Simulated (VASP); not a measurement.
A run of VASP 6.6.1 is set up as follows.

Contents of INCAR:

```
SYSTEM = SnO
PREC     = Accurate       ! precision mode
ENCUT    = 600            ! plane-wave cutoff, eV
EDIFF    = 1E-6           ! SCF threshold, eV
ISMEAR   = 0              ! smearing method
SIGMA    = 0.02           ! smearing width, eV
LREAL    = .False.        ! projectors in reciprocal space
LASPH    = .True.         ! aspherical terms in the spheres
NELM     = 80             ! most SCF steps
ALGO     = Normal         ! electronic algorithm
ISIF     = 4              ! what is computed and relaxed
LWAVE    = .False.        ! write WAVECAR
LCHARG   = .False.        ! write CHGCAR
GGA      = PS             ! functional
IVDW     = 12             ! dispersion correction
IBRION   = 2              ! ionic algorithm
NSW      = 50             ! ionic steps
EDIFFG   = -0.01          ! ionic threshold
```

File KPOINTS:

```
Automatic mesh
0
Gamma
  8 6 8
  0 0 0
```

Contents of POSCAR:

```
SnO
1.0
    3.2221214243      0.0000000000      0.0000000000
    0.0000000000      5.4189061460      0.0000000000
    0.0000000000      0.0000000000      3.3791054747
Sn O
2 2
Direct
    0.0000000000      0.2513840504      0.5604443524
    0.5000000000      0.7486159496      0.0604443524
    0.0000000000      0.8709323157      0.6895566476
    0.5000000000      0.1290676843      0.1895566476
```

Potentials or basis: VASP PAW PBE potentials, release 64 (Sn_d, O).

Command:

```console
$ cat potpaw_PBE.64/Sn_d/POTCAR potpaw_PBE.64/O/POTCAR > POTCAR
$ mpirun -np 1 vasp_std > vasp.out
```

Predict the dispersion energy per atom.

-0.257 eV.

Estimate the band gap on the k mesh.

0.80 eV, indirect (least direct gap 1.66 eV).

The path:
```csv
step,energy change (eV),largest force (eV/Å),pressure (GPa),volume (Å³)
1,0.0000,0.5980,9.06,59.00
2,-0.0186,0.1008,6.45,59.00
3,-0.0186,0.0904,6.51,59.00
4,-0.0202,0.0645,6.37,59.00
5,-0.0204,0.0845,6.29,59.00
6,-0.0217,0.0443,6.17,59.00
7,-0.0226,0.0475,5.97,59.00
8,-0.0232,0.0359,5.99,59.00
9,-0.0236,0.0162,5.96,59.00
10,-0.0236,0.0216,5.92,59.00
11,-0.0236,0.0043,5.93,59.00
```

Caveat: the cell differs from its parent crystal (volume scaled by 0.88); the PAW data sets were made with another functional, which shifts forces and pressure a little; spin-orbit coupling is left out, which moves the levels of the heavy elements. A k mesh can miss the band edges.
